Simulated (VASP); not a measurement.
# Zr2HS4 in VASP: further runs

Zr2HS4 is run at these levels: PBE+D3(BJ); tasks: single point.

Everything below comes from runs of VASP 6.6.1. Logs are shortened: lines on timing, memory, paths and dates and some standing lists are left out, and cuts for length are marked.

### Step 1. The cell of the first run

The cell holds a slab with vacuum, 14 atoms: a = 7.298 Å, b = 7.298 Å, c = 20.917 Å, α = 90.00°, β = 90.00°, γ = 120.00°.

### Step 2. Single point, PBE+D3(BJ)

Input file INCAR:

```
SYSTEM = Zr2HS4
PREC     = Accurate       ! precision mode
ENCUT    = 400            ! plane-wave cutoff, eV
EDIFF    = 1E-6           ! SCF threshold, eV
ISMEAR   = 0              ! smearing method
SIGMA    = 0.05           ! smearing width, eV
LREAL    = .FALSE.        ! projectors in reciprocal space
LASPH    = .TRUE.         ! aspherical terms in the spheres
NELM     = 120            ! most SCF steps
ALGO     = Normal         ! electronic algorithm
ISIF     = 2              ! what is computed and relaxed
LWAVE    = .FALSE.        ! write WAVECAR
LCHARG   = .FALSE.        ! write CHGCAR
LDIPOL   = .TRUE.       
IDIPOL   = 3            
DIPOL    = 0.5 0.5 0.291
GGA      = PE             ! functional
IVDW     = 12             ! dispersion correction
NBANDS   = 62             ! bands
GGA_COMPAT= .FALSE.      
NELMDL   = -8
```

Input file KPOINTS:

```
regular mesh
0
G
  6 6 1
  0 0 0
```

Input file POSCAR:

```
Zr2HS4
1.0
    7.2976778227      0.0000000000      0.0000000000
   -3.6488389114      6.3199743831      0.0000000000
    0.0000000000      0.0000000000     20.9171506047
S Zr H
8 4 2
Direct
    0.3333333333      0.1666666667      0.1912306354
    0.3333333333      0.6666666667      0.1912306354
    0.8333333333      0.1666666667      0.1912306354
    0.8333333333      0.6666666667      0.1912306354
    0.1666666667      0.3333333333      0.3306927762
    0.1666666667      0.8333333333      0.3306927762
    0.6666666667      0.3333333333      0.3306927762
    0.6666666667      0.8333333333      0.3306927762
    0.0000000000      0.0000000000      0.2609617058
    0.0000000000      0.5000000000      0.2609617058
    0.5000000000      0.0000000000      0.2609617058
    0.5000000000      0.5000000000      0.2609617058
    0.3076212038      0.6923787962      0.4741157528
    0.3590454629      0.6409545371      0.4741157528
```

Potentials or basis: VASP PAW PBE potentials, release 64 (S, Zr_sv, H).

Run with:

```sh
> cat potpaw_PBE.64/S/POTCAR potpaw_PBE.64/Zr_sv/POTCAR potpaw_PBE.64/H/POTCAR > POTCAR
> mpirun -np 1 vasp_std > vasp.out
```

OUTCAR:

```text
SYSTEM = Zr2HS4
   PREC = Accurate
   ENCUT = 400
   EDIFF = 1E-6
   ISMEAR = 0
   LREAL = .FALSE.
   LASPH = .TRUE.
   NELM = 120
   ISIF = 2
   GGA = PE
   IVDW = 12
   NELMDL = -8
 IVDW          = 12

 ion  position               nearest neighbor table
   1  0.333  0.167  0.191-   9 2.56  12 2.56  11 2.56
   2  0.333  0.667  0.191-  10 2.56  11 2.56  12 2.56
   3  0.833  0.167  0.191-  11 2.56  10 2.56   9 2.56
   4  0.833  0.667  0.191-  12 2.56   9 2.56  10 2.56
   5  0.167  0.333  0.331-  12 2.56   9 2.56  10 2.56
   6  0.167  0.833  0.331-  11 2.56  10 2.56   9 2.56
   7  0.667  0.333  0.331-  10 2.56  11 2.56  12 2.56
   8  0.667  0.833  0.331-   9 2.56  12 2.56  11 2.56
   9  0.000  0.000  0.261-   1 2.56   8 2.56   5 2.56   4 2.56   6 2.56   3 2.56  12 3.65  12 3.65
                            11 3.65  11 3.65  10 3.65  10 3.65
  10  0.000  0.500  0.261-   2 2.56   7 2.56   6 2.56   3 2.56   4 2.56   5 2.56  11 3.65  11 3.65
                            12 3.65  12 3.65   9 3.65   9 3.65
  11  0.500  0.000  0.261-   3 2.56   6 2.56   2 2.56   7 2.56   1 2.56   8 2.56  10 3.65  10 3.65
                             9 3.65   9 3.65  12 3.65  12 3.65
  12  0.500  0.500  0.261-   4 2.56   5 2.56   1 2.56   8 2.56   7 2.56   2 2.56   9 3.65   9 3.65
                            10 3.65  10 3.65  11 3.65  11 3.65
  13  0.308  0.692  0.474-  14 0.65
  14  0.359  0.641  0.474-  13 0.65

  LATTYP: Found a hexagonal cell.
 ALAT       =     7.2976778227
 C/A-ratio  =     2.8662748771

  Lattice vectors:

 A1 = (   7.2976778227,   0.0000000000,   0.0000000000)
 A2 = (  -3.6488389114,   6.3199743831,   0.0000000000)
 A3 = (   0.0000000000,   0.0000000000,  20.9171506047)

Analysis of symmetry for initial positions (statically):
=====================================================================
 Subroutine PRICEL returns:
 Original cell was already a primitive cell.

 Routine SETGRP: Setting up the symmetry group for a
 hexagonal supercell.

 Subroutine GETGRP returns: Found  2 space group operations
 (whereof  2 operations were pure point group operations)
 out of a pool of 24 trial point group operations.

The static configuration has the point symmetry C_1h.

Analysis of symmetry for dynamics (positions and initial velocities):
=====================================================================
 Subroutine PRICEL returns:
 Original cell was already a primitive cell.

 Routine SETGRP: Setting up the symmetry group for a
 hexagonal supercell.

[... 139 lines left out ...]
  Thomas-Fermi vector in A             =   1.863639
   LORBIT       =      0    0 simple, 1 ext, 2 COOP (PROOUT), +10 PAW based schemes
   GGA     = PE    functional components
   LHFCALC =     F    Hartree Fock is set to
   AEXX    =    0.0000 exact exchange contribution
   IVDW    =    12    specifies the selected vdW correction
   LEPSILON=     F    determine dielectric tensor
   LRPA    =     F    only Hartree local field effects (RPA)
 non-spin polarized calculation
 Gauss-broadening in eV      SIGMA  =   0.05
  energy-cutoff  :      400.00
  volume of cell :      964.72
 maximum number of plane-waves:     17598
   NGX = 23   NGY = 23   NGZ = 69

 dipolmoment           0.000000      0.000000      0.002521 electrons x Angstroem

 number of electron      98.0000015 magnetization

 dipolmoment           0.000000      0.000000     -0.001988 electrons x Angstroem

 Free energy of the ion-electron system (eV)
  ---------------------------------------------------
  ext. energy  EPLUGINS =         0.00000000
  ---------------------------------------------------
  free energy    TOTEN  =       -92.25598390 eV

  energy without entropy =      -92.25598390  energy(sigma->0) =      -92.25598390

 E-fermi :  -3.0246     XC(G=0):  -3.3208

 val. band max:       -3.2758502572   @ k =   0.0000   0.0000   0.0000
 cond. band min:      -2.1743172328   @ k =   0.0000   0.0000   0.0000
 fundamental gap:      1.1015330244
 Fermi energy:        -3.0245716909

 k-point     1 :       0.0000    0.0000    0.0000
  band No.  band energies     occupation
      1     -52.1321      2.00000
      2     -52.1123      2.00000
      3     -52.1118      2.00000
      4     -52.1113      2.00000
      5     -30.3146      2.00000
      6     -30.3141      2.00000
[... 821 lines left out ...]
     60       0.2826      0.00000
     61       0.2878      0.00000
 [bands above 61 left out]

------------------------ aborting loop because EDIFF is reached ----------------------------------------

 vacuum level on the upper side and lower side of the slab       (xc-potential included)        -0.092        -0.056

 Edisp (eV)   -3.00423

 E8    (eV) :    -1.3507

  FORCE on cell =-STRESS in cart. coord.  units (eV):
  Direction    XX          YY          ZZ          XY          YZ          ZX
  --------------------------------------------------------------------------------------
  -------------------------------------------------------------------------------------
  Total       2.01863     0.43082    -0.31513    -1.37508     0.00340    -0.00589
  in kB       3.35246     0.71548    -0.52336    -2.28369     0.00565    -0.00978
  external pressure =        1.18 kB  Pullay stress =        0.00 kB

 VOLUME and BASIS-vectors are now :
 -----------------------------------------------------------------------------
  energy-cutoff  :      400.00
  volume of cell :      964.72
      direct lattice vectors                 reciprocal lattice vectors
     7.297677823  0.000000000  0.000000000     0.137029891  0.079114245  0.000000000
    -3.648838911  6.319974383  0.000000000     0.000000000  0.158228489  0.000000000
     0.000000000  0.000000000 20.917150605     0.000000000  0.000000000  0.047807659

 POSITION                                       TOTAL-FORCE (eV/Angst)
 -----------------------------------------------------------------------------------
      1.82442      1.05333      4.00000         0.001808     -0.000270     -0.011085
     -0.00000      4.21332      4.00000        -0.000963      0.000556     -0.006927
      5.47326      1.05333      4.00000        -0.001491      0.000861     -0.009948
      3.64884      4.21332      4.00000         0.001137     -0.001431     -0.011085
      0.00000      2.10666      6.91715         0.000036     -0.000941      0.008952
     -1.82442      5.26665      6.91715        -0.000725      0.000418      0.013895
      3.64884      2.10666      6.91715        -0.000029      0.000017      0.015406
      1.82442      5.26665      6.91715         0.000833      0.000440      0.008952
      0.00000      0.00000      5.45858        -0.003134      0.001810      0.002123
     -1.82442      3.15999      5.45858         0.005778     -0.000416      0.004389
      3.64884      0.00000      5.45858         0.003250     -0.004796      0.004389
      1.82442      3.15999      5.45858        -0.005276      0.003046      0.005400
     -0.28146      4.37582      9.91715        -4.222965      2.438130     -0.012605
      0.28146      4.05082      9.91715         4.221740     -2.437423     -0.011858
 -----------------------------------------------------------------------------------
    total drift:                               -0.000001      0.000000      0.000627

  FREE ENERGIE OF THE ION-ELECTRON SYSTEM (eV)
  ---------------------------------------------------
  free  energy   TOTEN  =       -95.2602153260 eV

  energy  without entropy=      -95.2602153260  energy(sigma->0) =      -95.26021533

 vacuum level on the upper side and lower side of the slab         3.046         3.093
```

stdout:

```text
POSCAR found type information on POSCAR S ZrH
 POSCAR found :  3 types and      14 ions
 scaLAPACK will be used
 LDA part: xc-table for (Slater+PW92), standard interpolation
 POSCAR, INCAR and KPOINTS ok, starting setup
 FFT: planning ... GRIDC
 FFT: planning ... GRID_SOFT
 FFT: planning ... GRID
 WAVECAR not read
 entering main loop
```

Run time: 21 min. Hardware: 1 thread of Intel Xeon Platinum 8175M at 2.50GHz (Skylake/Cascade Lake), shared host; peak memory 0.88 GiB.

What came out:

```
Free energy                : -95.2602 eV
Largest force              : 4.876 eV/Å
Band gap on the k mesh     : 1.10 eV
Dispersion energy per atom : -0.215 eV
```

Forces on the atoms (eV/Å):
```
S    0.002  0.000 -0.011
S   -0.001  0.001 -0.007
S   -0.001  0.001 -0.010
S    0.001 -0.001 -0.011
S    0.000 -0.001  0.009
S   -0.001  0.000  0.014
S    0.000  0.000  0.015
S    0.001  0.000  0.009
Zr  -0.003  0.002  0.002
Zr   0.006  0.000  0.004
Zr   0.003 -0.005  0.004
Zr  -0.005  0.003  0.005
H   -4.223  2.438 -0.013
H    4.222 -2.437 -0.012
```

### Step 3. Single point, PBE+D3(BJ)

Input file INCAR:

```
SYSTEM = Zr2HS4
PREC = Accurate
ENCUT = 400
EDIFF = 1E-6
ISMEAR = 0
SIGMA = 0.05
LREAL = .FALSE.
LASPH = .TRUE.
NELM = 120
ALGO = Normal
ISIF = 2
LWAVE = .FALSE.
LCHARG = .TRUE.
LDIPOL = .TRUE.
IDIPOL = 3
DIPOL = 0.5 0.5 0.283
GGA = PE
IVDW = 12
LELF = .TRUE.
LVHAR = .TRUE.
LVACPOTAV = .TRUE.
NBANDS = 62
GGA_COMPAT = .FALSE.
NELMDL = -8
```

KPOINTS is that of step 2.

Changes to POSCAR since step 2:

```diff
@@ -20,3 +20,3 @@
     0.5000000000      0.5000000000      0.2609617058
-    0.3076212038      0.6923787962      0.4741157528
-    0.3590454629      0.6409545371      0.4741157528
+    0.2969803379      0.7030196621      0.4134000260
+    0.3696863288      0.6303136712      0.4134000260
```

Potentials or basis: VASP PAW PBE potentials, release 64 (S, Zr_sv, H).

Run with:

```sh
> cat potpaw_PBE.64/S/POTCAR potpaw_PBE.64/Zr_sv/POTCAR potpaw_PBE.64/H/POTCAR > POTCAR
> mpirun -np 1 vasp_std > vasp.out
```

It took 15 min on 1 thread of Intel Xeon 6975P-C (Granite Rapids), shared host; peak memory 0.9 GiB.

The run converged. Its results:

```yaml
Free_energy: -95.0298 eV
Largest_force: 3.118 eV/Å
Band_gap_on_the_k_mesh: 1.10 eV
Dispersion_energy_per_atom: -0.223 eV
```

Forces in eV/Å, atoms in the order of the input:
```
S    0.006 -0.001 -0.024
S   -0.007  0.004  0.018
S    0.000  0.000 -0.023
S    0.004 -0.005 -0.024
S   -0.012 -0.108 -0.130
S   -0.066  0.038 -0.063
S   -0.001  0.000  0.038
S    0.088  0.064 -0.130
Zr  -0.040  0.023 -0.037
Zr   0.036 -0.027 -0.023
Zr   0.042 -0.018 -0.023
Zr  -0.011  0.006 -0.036
H    2.654 -1.532  0.217
H   -2.692  1.554  0.243
```

Levels at points of the mesh, in eV from the valence-band top:
| k point | band 45 | band 46 | band 47 | band 48 | band 49 | band 50 | band 51 | band 52 | band 53 | band 54 |
| --- | --- | --- | --- | --- | --- | --- | --- | --- | --- | --- |
| (0.00, 0.00, 0.00) | -0.92 | -0.92 | -0.55 | 0.00 | 0.00 | 1.10 | 1.11 | 1.15 | 1.70 | 1.70 |
| (0.50, 0.00, 0.00) | -1.12 | -0.86 | -0.84 | -0.50 | -0.42 | 1.50 | 1.51 | 2.28 | 2.29 | 2.76 |
| (0.50, 0.50, 0.00) | -1.12 | -0.85 | -0.85 | -0.52 | -0.43 | 1.49 | 1.51 | 2.28 | 2.29 | 2.76 |

(Continued in part 2 of 2.)
